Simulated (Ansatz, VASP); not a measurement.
# Nd in VASP and in Ansatz

```xyz
1
Lattice="0.0000 2.5750 2.5750 2.5750 0.0000 2.5750 2.5750 2.5750 0.0000" Properties=species:S:1:pos:R:3 pbc="T T T"
Nd    0.0000    0.0000    0.0000
```

Alike in both runs: task single point; functional PBE; k mesh 4 × 4 × 4; no spin polarisation.

|  | VASP | Ansatz |
| --- | --- | --- |
| version | VASP 6.6.1 | Ansatz 0.2 development build |
| potentials or method | VASP PAW PBE potentials, release 64 (Nd), cutoff 600 eV | all-electron full-potential LAPW, scalar-relativistic |
| occupations | fermi-dirac, width 0.1 eV | fermi-dirac |

VASP gave:

```
pressure (GPa) : -3.6
```

Task: Estimate Ansatz's values.

Result: Pressure (GPa): -4.2.

Ansatz ran all-electron here, and VASP with PAW potentials.

The k mesh is coarse, so the values compare programs but aren't converged. Spin-orbit coupling is off throughout.
